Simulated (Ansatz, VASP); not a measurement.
SbMo in VASP and in Ansatz

```xyz
2
Lattice="0.0000 2.7601 2.7601 2.7601 0.0000 2.7601 2.7601 2.7601 0.0000" Properties=species:S:1:pos:R:3 pbc="T T T"
Mo    2.7601    2.7601    2.7601
Sb    0.0000    0.0000    0.0000
```

Alike in both runs: task single point; functional LDA; k mesh 10 × 10 × 10; occupations gaussian, width 0.05 eV; no spin polarisation.

```csv
,VASP,Ansatz
version,VASP 6.6.1,Ansatz 0.2.0
potentials or method,"VASP PAW LDA potentials, release 64 (Mo_sv, Sb), cutoff 520 eV","scalar-relativistic, plane waves, PAW"
valence electrons in the cell,19,29
```

Ansatz gave:

* gap on the k mesh at the Fermi level (eV): none
* pressure (GPa): -7.5

Question: Estimate VASP's values.

Answer: gap on the k mesh at the Fermi level (eV): none; pressure (GPa): -7.2.

LDA's correlation is that of Perdew and Zunger in VASP and of Perdew and Wang (1992) in Ansatz. A gap of «none» marks a metal or a gap that the smearing closes. VASP's potentials hold 19 valence electrons a cell and Ansatz's 29, so a difference there can come from the potentials and not from the codes.

Neither program's run includes spin-orbit coupling.
